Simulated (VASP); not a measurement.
# Fe2Pt (P-3m1) in VASP: a series of runs, part 2 of 2

VASP 6.6.1.

**3. Single point, PBE, collinear spin, ferromagnetic start**

This run uses another cell than the first one, of 13.16 Å³/atom.

File INCAR:

```
SYSTEM = Fe2Pt
PREC = Accurate
ENCUT = 520
EDIFF = 1E-6
ISMEAR = -1
SIGMA = 0.05
LREAL = .False.
LASPH = .True.
NELM = 150
ALGO = Normal
ISIF = 2
LWAVE = .False.
LCHARG = .False.
ISPIN = 2
MAGMOM = 0 3 3
LORBIT = 11
LMAXMIX = 4
GGA = PE
NBANDS = 24
```

File KPOINTS:

```
Automatic mesh
0
Gamma
  12 12 5
  0 0 0
```

File POSCAR:

```
Fe2Pt
1.0
    2.6689384383      0.0000000000      0.0000000000
   -1.3344692192      2.3113684887      0.0000000000
    0.0000000000      0.0000000000      6.3999577640
Pt Fe
1 2
Direct
    0.0000000000      0.0000000000      0.0000000000
    0.6666666667      0.3333333333      0.3554600000
    0.3333333333      0.6666666667      0.6445400000
```

Potentials or basis: VASP PAW PBE potentials, release 64 (Pt, Fe).

On the command line:

```
$ cat potpaw_PBE.64/Pt/POTCAR potpaw_PBE.64/Fe/POTCAR > POTCAR
$ mpirun -np 1 vasp_std > vasp.out
```

OUTCAR:

```text
SYSTEM = Fe2Pt
   PREC = Accurate
   ENCUT = 520
   EDIFF = 1E-6
   ISMEAR = -1
   LREAL = .False.
   LASPH = .True.
   NELM = 150
   ISIF = 2
   ISPIN = 2
   LORBIT = 11
   GGA = PE

 ion  position               nearest neighbor table
   1  0.000  0.000  0.000-   2 2.75   3 2.75   2 2.75   3 2.75   2 2.75   3 2.75
   2  0.667  0.333  0.355-   3 2.41   3 2.41   3 2.41   1 2.75   1 2.75   1 2.75
   3  0.333  0.667  0.645-   2 2.41   2 2.41   2 2.41   1 2.75   1 2.75   1 2.75

  LATTYP: Found a hexagonal cell.
 ALAT       =     2.6689384383
 C/A-ratio  =     2.3979413208

  Lattice vectors:

 A1 = (   2.6689384383,   0.0000000000,   0.0000000000)
 A2 = (  -1.3344692192,   2.3113684887,   0.0000000000)
 A3 = (   0.0000000000,   0.0000000000,   6.3999577640)

Analysis of symmetry for initial positions (statically):
=====================================================================
 Subroutine PRICEL returns:
 Original cell was already a primitive cell.

[... 1494 lines left out ...]

------------------------ aborting loop because EDIFF is reached ----------------------------------------

  FORCE on cell =-STRESS in cart. coord.  units (eV):
  Direction    XX          YY          ZZ          XY          YZ          ZX
  --------------------------------------------------------------------------------------
  -------------------------------------------------------------------------------------
  Total        2.7917930      2.7917930     -0.5337280     -0.0000000     -0.0000000      0.0000000
  in kB      113.2945299    113.2945299    -21.6593645     -0.0000000     -0.0000000      0.0000000
  external PRESSURE =      68.3098985 kB  Pullay stress =       0.0000000 kB

 VOLUME and BASIS-vectors are now :
 -----------------------------------------------------------------------------
  energy-cutoff  :      520.00
  volume of cell :       39.48
      direct lattice vectors                 reciprocal lattice vectors
     2.668938438  0.000000000  0.000000000     0.374680804  0.216322063  0.000000000
    -1.334469219  2.311368489  0.000000000     0.000000000  0.432644126  0.000000000
     0.000000000  0.000000000  6.399957764     0.000000000  0.000000000  0.156251031

 POSITION                                       TOTAL-FORCE (eV/Angst)
 -----------------------------------------------------------------------------------
      0.00000      0.00000      0.00000         0.000000      0.000000      0.000000
      1.33447      0.77046      2.27493        -0.000000      0.000000     -0.670169
     -0.00000      1.54091      4.12503         0.000000     -0.000000      0.670169
 -----------------------------------------------------------------------------------
    total drift:                                0.000000     -0.000000      0.000000

  FREE ENERGIE OF THE ION-ELECTRON SYSTEM (eV)
  ---------------------------------------------------
  free  energy   TOTEN  =       -22.5100074000 eV

  energy  without entropy=      -22.4759935460  energy(sigma->0) =      -22.49300047

 total charge

# of ion       s       p       d       tot
------------------------------------------
    1        0.714   0.687   8.042   9.443
    2        0.459   0.478   6.192   7.128
    3        0.459   0.478   6.192   7.128
--------------------------------------------------
tot          1.631   1.642  20.427  23.699

 magnetization (x)

# of ion       s       p       d       tot
------------------------------------------
    1       -0.013  -0.034   0.275   0.229
    2       -0.011  -0.026   2.758   2.721
    3       -0.011  -0.026   2.758   2.721
--------------------------------------------------
tot         -0.036  -0.085   5.791   5.670
```

OSZICAR:

```text
N       E                     dE             d eps       ncg     rms          rms(c)
DAV:   1     0.168121333553E+03    0.16812E+03   -0.11340E+04  7920   0.126E+03
DAV:   2    -0.161489568224E+02   -0.18427E+03   -0.16795E+03  7856   0.272E+02
DAV:   3    -0.245102950301E+02   -0.83613E+01   -0.79081E+01  9544   0.736E+01
DAV:   4    -0.246243951610E+02   -0.11410E+00   -0.11402E+00  8752   0.755E+00
DAV:   5    -0.246280512191E+02   -0.36561E-02   -0.36559E-02  9760   0.137E+00    0.187E+01
DAV:   6    -0.227007344020E+02    0.19273E+01   -0.10427E+01  8784   0.478E+01    0.104E+01
DAV:   7    -0.235983974282E+02   -0.89766E+00   -0.10049E+01  9816   0.406E+01    0.150E+01
DAV:   8    -0.225365832685E+02    0.10618E+01   -0.22313E+00 10632   0.167E+01    0.553E+00
DAV:   9    -0.225050528113E+02    0.31530E-01   -0.20249E-01 10904   0.437E+00    0.193E+00
DAV:  10    -0.225099339765E+02   -0.48812E-02   -0.26886E-02  9672   0.161E+00    0.817E-01
DAV:  11    -0.225105987057E+02   -0.66473E-03   -0.13053E-02 11064   0.142E+00    0.396E-01
DAV:  12    -0.225100828388E+02    0.51587E-03   -0.52346E-03 11672   0.817E-01    0.166E-01
DAV:  13    -0.225099903049E+02    0.92534E-04   -0.28537E-04 11384   0.208E-01    0.523E-02
DAV:  14    -0.225100076459E+02   -0.17341E-04   -0.61450E-05 11512   0.790E-02    0.268E-02
DAV:  15    -0.225100074307E+02    0.21516E-06   -0.11571E-05  9184   0.354E-02    0.677E-03
DAV:  16    -0.225100074000E+02    0.30714E-07   -0.75066E-07  5440   0.721E-03
   1 F= -.22510007E+02 E0= -.22493000E+02  d E =-.340139E-01  mag=     5.7270
```

stdout:

```text
POSCAR found type information on POSCAR PtFe
 POSCAR found :  2 types and       3 ions
 scaLAPACK will be used
 LDA part: xc-table for (Slater+PW92), standard interpolation
 POSCAR, INCAR and KPOINTS ok, starting setup
 FFT: planning ... GRIDC
 FFT: planning ... GRID_SOFT
 FFT: planning ... GRID
 WAVECAR not read
 entering main loop
```

Wall time 2.3 min (1 thread of AMD EPYC 7R43 (Zen 3), shared host); peak memory 0.22 GiB.

Results:

```yaml
Free_energy: -22.5100 eV
Pressure: 6.8 GPa
Largest_force: 0.670 eV/Å
Net_moment: 5.73 μB per cell
Site_moments: Pt +0.23; Fe +2.72 μB
Valence_electrons_inside_the_program's_atomic_spheres: Pt 9.44; Fe 7.13
```

Forces in eV/Å, atoms in the order of the input:
```
Pt   0.000  0.000  0.000
Fe   0.000  0.000 -0.670
Fe   0.000  0.000  0.670
```

Caveat: the cell stands under pressure.
